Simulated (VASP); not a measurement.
A run of VASP 6.6.1:

INCAR

```
PREC     = Accurate       # precision mode
ENCUT    = 520            # plane-wave cutoff, eV
EDIFF    = 1E-7           # SCF threshold, eV
ISMEAR   = 0              # smearing method
SIGMA    = 0.1            # smearing width, eV
LREAL    = F              # projectors in reciprocal space
LASPH    = T              # aspherical terms in the spheres
NELM     = 100            # most SCF steps
ALGO     = Normal         # electronic algorithm
ISIF     = 2              # what is computed and relaxed
LWAVE    = F              # write WAVECAR
LCHARG   = F              # write CHGCAR
GGA      = PE             # functional
NBANDS   = 26             # bands
```

File KPOINTS:

```
Automatic mesh
0
Gamma
  4 4 4
```

POSCAR

```
Te2P
1.0
    5.9347641026      0.0000000000      0.0000000000
    0.0000000000      5.9347641026      0.0000000000
    0.0000000000      0.0000000000      5.9347641026
Te P
4 2
Direct
    0.2500000000      0.2500000000      0.2500000000
    0.2500000000      0.7500000000      0.7500000000
    0.7500000000      0.7500000000      0.2500000000
    0.7500000000      0.2500000000      0.7500000000
    0.0000000000      0.0000000000      0.0000000000
    0.5000000000      0.5000000000      0.5000000000
```

Potentials or basis: VASP PAW PBE potentials, release 64 (Te, P).

The run is started by

```bash
$ cat potpaw_PBE.64/Te/POTCAR potpaw_PBE.64/P/POTCAR > POTCAR
$ mpirun -np 1 vasp_std > vasp.out
```

Hardware: 1 thread of Intel(R) Xeon(R) Platinum 8175M CPU @ 2.50GHz (Skylake/Cascade Lake) (shared host).

Task: How long does it take, and how much memory?

Result: Run time: 57 s on 1 thread of Intel(R) Xeon(R) Platinum 8175M CPU @ 2.50GHz (Skylake/Cascade Lake) (shared host), peak memory 0.32 GiB. Counts: scf iterations 16, k points 10.
